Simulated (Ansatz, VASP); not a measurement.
**Au: VASP beside Ansatz**

INCAR

```
SYSTEM = Au
PREC     = Accurate       ! precision mode
ENCUT    = 520            ! plane-wave cutoff, eV
EDIFF    = 1E-6           ! SCF threshold, eV
ISMEAR   = 0              ! smearing method
SIGMA    = 0.01           ! smearing width, eV
LREAL    = .FALSE.        ! projectors in reciprocal space
LASPH    = .TRUE.         ! aspherical terms in the spheres
NELM     = 100            ! most SCF steps
ALGO     = Normal         ! electronic algorithm
ISIF     = 2              ! what is computed and relaxed
LWAVE    = .FALSE.        ! write WAVECAR
LCHARG   = .FALSE.        ! write CHGCAR
GGA      = PE             ! functional
NBANDS   = 12             ! bands
```

The input KPOINTS:

```
regular mesh
0
G
  13 13 13
  0 0 0
```

The input POSCAR:

```
Au
1.0
    0.0000000000      2.0782552709      2.0782552709
    2.0782552709      0.0000000000      2.0782552709
    2.0782552709      2.0782552709      0.0000000000
Au
1
Direct
    0.0000000000      0.0000000000      0.0000000000
```

Input for Ansatz:

```yaml
crystal:
  lattice:
    - [0.0, 2.0782552709, 2.0782552709]
    - [2.0782552709, 0.0, 2.0782552709]
    - [2.0782552709, 2.0782552709, 0.0]
  atoms:
    - { symbol: Au, position: [0.0, 0.0, 0.0] }
hamiltonian:
  xc: pbe
  pseudopotentials:
    kind: paw
    azcp:
      Au: "pseudopotentials/Au.paw.azcp"
basis:
  ecutwfc: 420
  fft_grid_basis: typed
kpoints:
  mp_grid: { grid: [13, 13, 13], shift: [0, 0, 0] }
magnetization:
  spin_polarized: false
scf:
  occupations: { method: gaussian, width: 0.01 }
  lower_state_search: "off"
output:
  stress: true
  write_density: true
  write_potential: true
  elf: true
  volumetric_format: npy
```

Alike in both runs: task single point; functional PBE; k mesh 13 × 13 × 13; occupations gaussian, width 0.01 eV; no spin polarisation.

|  | VASP | Ansatz |
| --- | --- | --- |
| version | VASP 6.6.1 | Ansatz 0.2.0 |
| potentials or method | VASP PAW PBE potentials, release 64 (Au), cutoff 520 eV | plane waves (420 eV) with PAW, scalar-relativistic |
| valence electrons in the cell | 11 | 19 |

Ansatz gave:

| Property | Result |
| --- | --- |
| pressure (GPa) | -0.1 |

Question: What did VASP give for the same quantities?

Answer: Pressure (GPa): -0.4.

VASP's potentials hold 11 valence electrons a cell and Ansatz's 19, so a difference there can come from the potentials and not from the codes.

Neither program's run includes spin-orbit coupling.
